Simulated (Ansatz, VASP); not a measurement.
## Two plane-wave programs on Ni

```xyz
1
Lattice="0.0000 1.7593 1.7593 1.7593 0.0000 1.7593 1.7593 1.7593 0.0000" Properties=species:S:1:pos:R:3 pbc="T T T"
Ni    0.0000    0.0000    0.0000
```

Alike in both runs: functional PBE; k mesh 20 × 20 × 20; occupations gaussian, width 0.1 eV; collinear spin.

Ansatz relaxed the structure, and its values are those at the end. VASP's run is a single point on that final structure, the one shown.

|  | VASP | Ansatz |
| --- | --- | --- |
| version | VASP 6.6.1 | Ansatz 0.2.0 |
| potentials or method | VASP PAW PBE potentials, release 64 (Ni), cutoff 520 eV | scalar-relativistic, plane waves, PAW |
| valence electrons in the cell | 10 | 18 |

VASP gave:

```
gap on the k mesh at the Fermi level (eV)                     : none
pressure (GPa)                                                : 0.0
net moment per atom (μB)                                      : 0.63
size of the moment on the site where the two differ most (μB) : 0.64
```

Task: Estimate Ansatz's values.

Result: gap on the k mesh at the Fermi level (eV): none; pressure (GPa): 0.0; net moment per atom (μB): 0.64; size of the moment on the site where the two differ most (μB): 0.68.

Site moments also hang on the region over which each program counts them. A gap of «none» marks a metal or a gap that the smearing closes. With one functional, cell and mesh, what is left measures potentials, basis and numerics. VASP's potentials hold 10 valence electrons a cell and Ansatz's 18, so a difference there can come from the potentials and not from the codes.
